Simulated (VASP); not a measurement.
# PbS (Pm-3m) in VASP: notebook

PbS is run at these levels: PBE+D3(BJ), PBE; tasks: single point.

Everything below comes from runs of VASP 6.6.1. Logs are shortened: lines on timing, memory, paths and dates and some standing lists are left out, and cuts for length are marked.

## Step 1: The cell of the first run

The structure is cubic, space group Pm-3m (No. 221). Conventional cell: a = 3.654 Å, b = 3.654 Å, c = 3.654 Å, α = 90.00°, β = 90.00°, γ = 90.00°. Pb (site symmetry m-3m) has 8 S at 3.16 Å and 6 Pb at 3.65 Å within 4.2 Å. S (site symmetry m-3m) has 8 Pb at 3.16 Å and 6 S at 3.65 Å within 4.2 Å.

## Step 2: Single point, PBE+D3(BJ)

INCAR

```
SYSTEM = PbS
  PREC = Accurate
  ENCUT = 500
  EDIFF = 1E-6
  ISMEAR = 0
  SIGMA = 0.1
  LREAL = .FALSE.
  LASPH = .TRUE.
  NELM = 120
  ALGO = Normal
  ISIF = 2
  LWAVE = .FALSE.
  LCHARG = .FALSE.
  GGA = PE
  IVDW = 12
  NBANDS = 17
  GGA_COMPAT = .FALSE.
```

KPOINTS

```
regular mesh
0
G
  4 4 4
  0 0 0
```

POSCAR

```
PbS
1.0
    3.6536590000      0.0000000000      0.0000000000
    0.0000000000      3.6536590000      0.0000000000
    0.0000000000      0.0000000000      3.6536590000
Pb S
1 1
Direct
    0.0000000000      0.0000000000      0.0000000000
    0.5000000000      0.5000000000      0.5000000000
```

Potentials or basis: VASP PAW PBE potentials, release 64 (Pb_d, S).

On the command line:

```bash
$ cat potpaw_PBE.64/Pb_d/POTCAR potpaw_PBE.64/S/POTCAR > POTCAR
$ mpirun -np 1 vasp_std > vasp.out
```

OUTCAR:

```text
SYSTEM = PbS
   PREC = Accurate
   ENCUT = 500
   EDIFF = 1E-6
   ISMEAR = 0
   LREAL = .FALSE.
   LASPH = .TRUE.
   NELM = 120
   ISIF = 2
   GGA = PE
   IVDW = 12
 IVDW          = 12

 ion  position               nearest neighbor table
   1  0.000  0.000  0.000-   2 3.16   2 3.16   2 3.16   2 3.16   2 3.16   2 3.16   2 3.16   2 3.16

   2  0.500  0.500  0.500-   1 3.16   1 3.16   1 3.16   1 3.16   1 3.16   1 3.16   1 3.16   1 3.16

  LATTYP: Found a simple cubic cell.
 ALAT       =     3.6536590000

  Lattice vectors:

 A1 = (   3.6536590000,   0.0000000000,   0.0000000000)
 A2 = (   0.0000000000,   3.6536590000,   0.0000000000)
 A3 = (   0.0000000000,   0.0000000000,   3.6536590000)

Analysis of symmetry for initial positions (statically):
=====================================================================
 Subroutine PRICEL returns:
 Original cell was already a primitive cell.

 Routine SETGRP: Setting up the symmetry group for a
 simple cubic supercell.

 Subroutine GETGRP returns: Found 48 space group operations
 (whereof 48 operations were pure point group operations)
 out of a pool of 48 trial point group operations.

The static configuration has the point symmetry O_h .

Analysis of symmetry for dynamics (positions and initial velocities):
=====================================================================
 Subroutine PRICEL returns:
 Original cell was already a primitive cell.

 Routine SETGRP: Setting up the symmetry group for a
 simple cubic supercell.

 Subroutine GETGRP returns: Found 48 space group operations
 (whereof 48 operations were pure point group operations)
 out of a pool of 48 trial point group operations.

The dynamic configuration has the point symmetry O_h .

 Subroutine INISYM returns: Found 48 space group operations
 (whereof 48 operations are pure point group operations),
 and found     1 'primitive' translations

----------------------------------------------------------------------------------------

                                     Primitive cell

  volume of cell :      48.7735

  direct lattice vectors                    reciprocal lattice vectors
     3.653659000  0.000000000  0.000000000     0.273698230  0.000000000  0.000000000
     0.000000000  3.653659000  0.000000000     0.000000000  0.273698230  0.000000000
     0.000000000  0.000000000  3.653659000     0.000000000  0.000000000  0.273698230

  length of vectors
     3.653659000  3.653659000  3.653659000     0.273698230  0.273698230  0.273698230

  position of ions in fractional coordinates (direct lattice)
     0.000000000  0.000000000  0.000000000
     0.500000000  0.500000000  0.500000000

  ion indices of the primitive-cell ions
   primitive index   ion index
                 1           1
                 2           2

----------------------------------------------------------------------------------------

 KPOINTS: regular mesh

Automatic generation of k-mesh.
 Grid dimensions read from file:
 generate k-points for:    4    4    4

 Generating k-lattice:

  Cartesian coordinates                     Fractional coordinates (reciprocal lattice)
     0.068424557  0.000000000  0.000000000     0.250000000  0.000000000  0.000000000
     0.000000000  0.068424557  0.000000000     0.000000000  0.250000000  0.000000000
     0.000000000  0.000000000  0.068424557     0.000000000  0.000000000  0.250000000

  Length of vectors
     0.068424557  0.068424557  0.068424557

  Shift w.r.t. Gamma in fractional coordinates (k-lattice)
     0.000000000  0.000000000  0.000000000

 Subroutine IBZKPT returns following result:
 ===========================================

 Found     10 irreducible k-points:

 Following reciprocal coordinates:
            Coordinates               Weight
  0.000000  0.000000  0.000000      1.000000
  0.250000  0.000000  0.000000      6.000000
  0.500000  0.000000  0.000000      3.000000
  0.250000  0.250000  0.000000     12.000000
  0.500000  0.250000  0.000000     12.000000
  0.500000  0.500000  0.000000      3.000000
  0.250000  0.250000  0.250000      8.000000
  0.500000  0.250000  0.250000     12.000000
  0.500000  0.500000  0.250000      6.000000
  0.500000  0.500000  0.500000      1.000000
   k-points           NKPTS =     10   k-points in BZ     NKDIM =     10   number of bands    NBANDS=     17
   number of dos      NEDOS =    301   number of ions     NIONS =      2
   total plane-waves  NPLWV =  21952
   dimension x,y,z NGX =    28 NGY =   28 NGZ =   28
   dimension x,y,z NGXF=    56 NGYF=   56 NGZF=   56
   ions per type =               1   1
   NGX,Y,Z   is equivalent  to a cutoff of  12.74, 12.74, 12.74 a.u.
   NGXF,Y,Z  is equivalent  to a cutoff of  25.48, 25.48, 25.48 a.u.
 SYSTEM =  PbS
   PREC   = accura    normal or accurate (medium, high low for compatibility)
   ISTART =      0    job   : 0-new  1-cont  2-samecut
   ICHARG =      2    charge: 1-file 2-atom 10-const
   ISPIN  =      1    spin polarized calculation?
   LNONCOLLINEAR =      F non collinear calculations
   LSORBIT =      F    spin-orbit coupling
   LASPH  =      T    aspherical Exc in radial PAW
   ENCUT  =  500.0 eV  36.75 Ry    6.06 a.u.   6.66  6.66  6.66*2*pi/ulx,y,z
   NELM   =    120;   NELMIN=  2; NELMDL= -5     # of ELM steps
   EDIFF  = 0.1E-05   stopping-criterion for ELM
   LREAL  =      F    real-space projection
   EDIFFG = 0.1E-04   stopping-criterion for IOM
   NSW    =      0    number of steps for IOM
   IBRION =     -1    ionic relax: 0-MD 1-quasi-New 2-CG
   NFREE  =      0    steps in history (QN), initial steepest desc. (CG)
   ISIF   =      2    stress and relaxation
   ISYM   =      2    0-nonsym 1-usesym 2-fastsym
   POTIM  = 0.5000    time-step for ionic-motion
   TEBEG  =    0.0;   TEEND  =   0.0 temperature during run
   PSTRESS=    0.0 pullay stress
   NELECT =      20.0000    total number of electrons
   NUPDOWN=      -1.0000    fix difference up-down
   EMIN   =  10.00;   EMAX   =-10.00  energy-range for DOS
   EFERMI =   0.00;   METHOD = LEGACY
   ISMEAR =     0;   SIGMA  =   0.10  broadening in eV -4-tet -1-fermi 0-gaus
   EFERMI_NEDOS =   21; number of points for ismear=-14 and -15
   IALGO  =     38    algorithm
   IMIX   =      4    mixing-type and parameters
     AMIX     =   0.40;   BMIX     =  1.00
     AMIX_MAG =   1.60;   BMIX_MAG =  1.00
  volume/ion in A,a.u.               =      24.39       164.57
  Fermi-wavevector in a.u.,A,eV,Ry     =   1.216252  2.298383 20.126668  1.479268
  Thomas-Fermi vector in A             =   2.351612
   LORBIT       =      0    0 simple, 1 ext, 2 COOP (PROOUT), +10 PAW based schemes
   GGA     = PE    functional components
   LHFCALC =     F    Hartree Fock is set to
   AEXX    =    0.0000 exact exchange contribution
   IVDW    =    12    specifies the selected vdW correction
   LEPSILON=     F    determine dielectric tensor
   LRPA    =     F    only Hartree local field effects (RPA)
 non-spin polarized calculation
 Gauss-broadening in eV      SIGMA  =   0.10
  energy-cutoff  :      500.00
  volume of cell :       48.77
 maximum number of plane-waves:      1250
 NGX is ok and might be reduce to    28
   NGX = 13   NGY = 13   NGZ = 13

 number of electron      19.9999995 magnetization

 Free energy of the ion-electron system (eV)
  ---------------------------------------------------
  ext. energy  EPLUGINS =         0.00000000
  ---------------------------------------------------
  free energy    TOTEN  =        -8.18254357 eV

  energy without entropy =       -8.17900286  energy(sigma->0) =       -8.18077322

 E-fermi :   5.9277     XC(G=0): -10.1693

 val. band max:        5.8482270527   @ k =   0.5000   0.5000   0.0000
 cond. band min:       5.9986443124   @ k =   0.5000   0.0000   0.0000
 fundamental gap:      0.1504172597
 Fermi energy:         5.9276794742

 k-point     1 :       0.0000    0.0000    0.0000
  band No.  band energies     occupation
      1     -10.8279      2.00000
      2     -10.8279      2.00000
      3     -10.6171      2.00000
      4     -10.6171      2.00000
      5     -10.6171      2.00000
      6      -7.0093      2.00000
[... 9 lines left out ...]
     16      18.8598      0.00000
     17      18.8976      0.00000

 k-point     2 :       0.2500    0.0000    0.0000
  band No.  band energies     occupation
      1     -10.8230      2.00000
      2     -10.7500      2.00000
      3     -10.6459      2.00000
      4     -10.6459      2.00000
      5     -10.6143      2.00000
      6      -6.5036      2.00000
[... 9 lines left out ...]
     16      17.3550      0.00000
     17      18.8735      0.00000

 k-point     3 :       0.5000    0.0000    0.0000
  band No.  band energies     occupation
      1     -10.8181      2.00000
      2     -10.6745      2.00000
      3     -10.6745      2.00000
      4     -10.6728      2.00000
      5     -10.6115      2.00000
      6      -5.7115      2.00000
[... 9 lines left out ...]
     16      18.8638      0.00000
     17      19.9345      0.00000

 k-point     4 :       0.2500    0.2500    0.0000
  band No.  band energies     occupation
      1     -10.7837      2.00000
      2     -10.7036      2.00000
      3     -10.6908      2.00000
      4     -10.6433      2.00000
      5     -10.6405      2.00000
      6      -6.0331      2.00000
[... 9 lines left out ...]
     16      16.3390      0.00000
     17      16.5804      0.00000

 k-point     5 :       0.5000    0.2500    0.0000
  band No.  band energies     occupation
      1     -10.7701      2.00000
      2     -10.7342      2.00000
      3     -10.6692      2.00000
      4     -10.6378      2.00000
      5     -10.6317      2.00000
      6      -5.3636      2.00000
[... 9 lines left out ...]
     16      17.0154      0.00000
     17      17.9332      0.00000

 k-point     6 :       0.5000    0.5000    0.0000
  band No.  band energies     occupation
      1     -10.7909      2.00000
      2     -10.7432      2.00000
      3     -10.6639      2.00000
      4     -10.6639      2.00000
      5     -10.5695      2.00000
      6      -4.9554      2.00000
[... 9 lines left out ...]
     16      15.6064      0.00000
     17      15.6625      0.00000

 k-point     7 :       0.2500    0.2500    0.2500
  band No.  band energies     occupation
      1     -10.7006      2.00000
      2     -10.7006      2.00000
      3     -10.6934      2.00000
      4     -10.6736      2.00000
      5     -10.6736      2.00000
      6      -5.6347      2.00000
[... 9 lines left out ...]
     16      16.5817      0.00000
     17      19.4504      0.00000

 k-point     8 :       0.5000    0.2500    0.2500
  band No.  band energies     occupation
      1     -10.7292      2.00000
      2     -10.7078      2.00000
      3     -10.6962      2.00000
      4     -10.6710      2.00000
      5     -10.6160      2.00000
      6      -5.1192      2.00000
[... 9 lines left out ...]
     16      16.5544      0.00000
     17      19.9355      0.00000

 k-point     9 :       0.5000    0.5000    0.2500
  band No.  band energies     occupation
      1     -10.7663      2.00000
      2     -10.7031      2.00000
      3     -10.7031      2.00000
      4     -10.6550      2.00000
      5     -10.5679      2.00000
      6      -4.8436      2.00000
[... 9 lines left out ...]
     16      17.9510      0.00000
     17      20.6926      0.00000

 k-point    10 :       0.5000    0.5000    0.5000
  band No.  band energies     occupation
      1     -10.7416      2.00000
      2     -10.7416      2.00000
      3     -10.7416      2.00000
      4     -10.5662      2.00000
      5     -10.5662      2.00000
      6      -4.7211      2.00000
[... 9 lines left out ...]
     16      19.8291      0.00000
     17      22.5147      0.00000

------------------------ aborting loop because EDIFF is reached ----------------------------------------

 Edisp (eV)   -0.74880

 E8    (eV) :    -0.3378

  FORCE on cell =-STRESS in cart. coord.  units (eV):
  Direction    XX          YY          ZZ          XY          YZ          ZX
  --------------------------------------------------------------------------------------
  -------------------------------------------------------------------------------------
  Total      -0.91147    -0.91147    -0.91147    -0.00000    -0.00000     0.00000
  in kB     -29.94132   -29.94132   -29.94132    -0.00000    -0.00000     0.00000
  external pressure =      -29.94 kB  Pullay stress =        0.00 kB

 VOLUME and BASIS-vectors are now :
 -----------------------------------------------------------------------------
  energy-cutoff  :      500.00
  volume of cell :       48.77
      direct lattice vectors                 reciprocal lattice vectors
     3.653659000  0.000000000  0.000000000     0.273698230  0.000000000  0.000000000
     0.000000000  3.653659000  0.000000000     0.000000000  0.273698230  0.000000000
     0.000000000  0.000000000  3.653659000     0.000000000  0.000000000  0.273698230

 POSITION                                       TOTAL-FORCE (eV/Angst)
 -----------------------------------------------------------------------------------
      0.00000      0.00000      0.00000         0.000000      0.000000      0.000000
      1.82683      1.82683      1.82683         0.000000      0.000000      0.000000
 -----------------------------------------------------------------------------------
    total drift:                               -0.000000      0.000000      0.000000

  FREE ENERGIE OF THE ION-ELECTRON SYSTEM (eV)
  ---------------------------------------------------
  free  energy   TOTEN  =        -8.9313437744 eV

  energy  without entropy=       -8.9278030563  energy(sigma->0) =       -8.92957342
```

Wall time 8.7 s (1 thread of Intel Xeon Platinum 8488C (Sapphire Rapids), shared host); peak memory 0.16 GiB.

What came out:

| Property | Result |
| --- | --- |
| Free energy | -8.9313 eV |
| Pressure | -3.0 GPa |
| Band gap on the k mesh | zero (band 10 reaches 6.00 eV, above the bottom of band 11 at 5.64 eV) |
| Dispersion energy per atom | -0.374 eV |

Levels at points of the mesh, in eV from the Fermi level:
```
           k point  band 8  band 9  band 10  band 11  band 12  band 13
(0.00, 0.00, 0.00)   -1.39   -1.39    -1.39     5.68     5.68     6.70
(0.50, 0.00, 0.00)   -0.28   -0.28     0.07     0.51     4.12     4.12
(0.50, 0.50, 0.00)   -4.24   -4.24    -0.08     4.38     4.38     6.09
(0.50, 0.50, 0.50)   -2.18   -2.18    -2.18    -0.29    -0.29    -0.29
```

Caveat: the k points lie up to 0.43 Å⁻¹ apart; three body term missing; spin-orbit coupling is left out, which moves the levels of the heavy elements; pairwise dispersion overbinds metals, which lowers pressure and volume.

## Step 3: Single point, PBE

INCAR

```
SYSTEM = PbS
PREC     = Accurate       ! precision mode
ENCUT    = 500            ! plane-wave cutoff, eV
EDIFF    = 1E-6           ! SCF threshold, eV
ISMEAR   = -4             ! smearing method
SIGMA    = 0.1            ! smearing width, eV
LREAL    = .False.        ! projectors in reciprocal space
LASPH    = .True.         ! aspherical terms in the spheres
NELM     = 120            ! most SCF steps
ALGO     = Normal         ! electronic algorithm
ISIF     = 2              ! what is computed and relaxed
LWAVE    = .False.        ! write WAVECAR
LCHARG   = .True.         ! write CHGCAR
GGA      = PE             ! functional
LELF     = .True.         ! ELF
LVHAR    = .True.       
NBANDS   = 17             ! bands
GGA_COMPAT= .False.
```

KPOINTS

```
regular mesh
0
Gamma
  4 4 4
  0 0 0
```

POSCAR

```
PbS
1.0
    3.6536590000      0.0000000000      0.0000000000
    0.0000000000      3.6536590000      0.0000000000
    0.0000000000      0.0000000000      3.6536590000
Pb S
1 1
Direct
    0.1180000000      0.6370000000      0.8570000000
    0.6180000000      1.1370000000      1.3570000000
```

Potentials or basis: VASP PAW PBE potentials, release 64 (Pb_d, S).

On the command line:

```bash
$ cat potpaw_PBE.64/Pb_d/POTCAR potpaw_PBE.64/S/POTCAR > POTCAR
$ mpirun -np 1 vasp_std > vasp.out
```

Wall time 10 s (1 thread of Intel Xeon Platinum 8488C (Sapphire Rapids), shared host); peak memory 0.15 GiB.

The run converged. Its results:

| Property | Result |
| --- | --- |
| Free energy | -8.1447 eV |
| Pressure | 0.8 GPa |
| Band gap on the k mesh | zero (band 10 reaches 6.06 eV, above the bottom of band 11 at 5.63 eV) |

Levels at points of the mesh, in eV from the Fermi level:
```
           k point  band 8  band 9  band 10  band 11  band 12  band 13
(0.00, 0.00, 0.00)   -1.41   -1.41    -1.41     5.62     5.62     6.63
(0.50, 0.00, 0.00)   -0.27   -0.27     0.05     0.44     4.02     4.02
(0.50, 0.50, 0.00)   -4.28   -4.28    -0.07     4.33     4.33     5.98
(0.50, 0.50, 0.50)   -2.19   -2.19    -2.19    -0.37    -0.37    -0.37
```

Caveat: the k points lie up to 0.43 Å⁻¹ apart; spin-orbit coupling is left out, which moves the levels of the heavy elements.
